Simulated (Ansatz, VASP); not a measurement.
**NaCl: VASP beside Ansatz**

```
Na Cl
1.0
     2.84080    0.00000    0.00000
     0.00000    2.84080    0.00000
     0.00000    0.00000    2.84080
Na Cl
1 1
Cartesian
  0.0000 0.0000 0.0000
  1.4204 1.4204 1.4204
```

Change from the starting cell: volume scaled by 0.98, crystal datasets.

Alike in both runs: task electric field gradients; functional PBEsol; k mesh 9 × 9 × 9; occupations fermi-dirac, width 0.03 eV; no spin polarisation.

```csv
,VASP,Ansatz
version,VASP 6.6.1,Ansatz 0.2.0
potentials or method,"VASP PAW PBE potentials, release 64 (Na_pv, Cl), cutoff 520 eV","all-electron PAW with datasets made for the crystal, scalar-relativistic"
```

|  | VASP | Ansatz | Ansatz less VASP |
| --- | --- | --- | --- |
| gap on the k mesh at the Fermi level (eV) | 4.48 | 4.42 | -0.056 |
| pressure (GPa) | 65.2 | 64.5 | -0.68 |

VASP's potentials were made for PBE, not for PBEsol. Both programs put the cell under a high pressure, so it lies far from rest at this level. Ansatz ran all-electron here, and VASP with PAW potentials.

Noted on VASP's run: the cell as given lies far from equilibrium.
